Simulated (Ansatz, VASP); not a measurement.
## Two plane-wave programs on Ta

```xyz
1
Lattice="2.6741 0.0000 0.0000 0.0000 2.6741 0.0000 0.0000 0.0000 2.6741" Properties=species:S:1:pos:R:3 pbc="T T T"
Ta    0.0000    0.0000    0.0000
```

Alike in both runs: task relaxation of cell and atoms; functional PBEsol; k mesh 14 × 14 × 14; occupations fermi-dirac, width 0.05 eV; no spin polarisation.

|  | VASP | Ansatz |
| --- | --- | --- |
| version | VASP 6.6.1 | Ansatz 0.2.0 |
| potentials or method | VASP PAW PBE potentials, release 64 (Ta_pv) | PAW with Ansatz's default frozen-core files, scalar-relativistic |
| plane-wave cutoff (eV) | 600 | 420 |
| valence electrons in the cell | 11 | 13 |

VASP gave:

- relaxed volume (Å³/atom): 19.89
- relaxed cell length with the largest relative difference (Å): 2.709

**Question.** What did Ansatz give for the same quantities?

**Answer.** Relaxed volume (Å³/atom): 19.86; relaxed cell length with the largest relative difference (Å): 2.708.

VASP's potentials were made for PBE, not for PBEsol. VASP's potentials hold 11 valence electrons a cell and Ansatz's 13, so a difference there can come from the potentials and not from the codes.

Spin-orbit coupling is off throughout.
